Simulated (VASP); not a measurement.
Runs of VASP 6.6.1 on Ni. The structure is that of space group Pm-3m (No. 221), or close to it. The cells are those of the table. 

```csv
task,spin,cell,k mesh,cutoff (eV),smearing,gap on the mesh (eV),pressure (GPa),moment (μB)
single point,off,"a = 2.367 Å, 1 atom",22 × 22 × 22,520,fermi-dirac 0.1 eV,none,0.0,-
single point,off,"a = 2.268 Å, 1 atom",15 × 15 × 15,520,fermi-dirac 0.1 eV,none,21.4,-
single point,"collinear, ferromagnetic start","a = 2.430 Å, 1 atom",15 × 15 × 15,520,fermi-dirac 0.05 eV,none,(a),0.63
single point,"collinear, ferromagnetic start","a = 2.368 Å, 1 atom",15 × 15 × 15,520,fermi-dirac 0.05 eV,none,0.1,0.48
relaxation of cell and atoms,off,"relaxed from a = 2.278 Å, 1 atom",14 × 14 × 14,600,fermi-dirac 0.1 eV,none,0.0,-
single point,"collinear, ferromagnetic start","a = 2.459 Å, 1 atom",15 × 15 × 15,520,fermi-dirac 0.05 eV,none,-9.6,0.70
single point,"collinear, ferromagnetic start","a = 2.269 Å, 1 atom",15 × 15 × 15,520,fermi-dirac 0.05 eV,none,(b),0.37
single point,"collinear, ferromagnetic start","a = 2.336 Å, 1 atom",15 × 15 × 15,520,fermi-dirac 0.05 eV,none,5.4,0.42
```

Alike in all rows: level BLYP; potentials or basis VASP PAW PBE potentials, release 64 (Ni).

Question: Fill in the values left out.

Answer: (a) -7.1; (b) 21.1.

Caveats: the PAW data sets were made with another functional, which shifts forces and pressure a little.

A gap of «none» marks levels without a gap at the run's occupations.
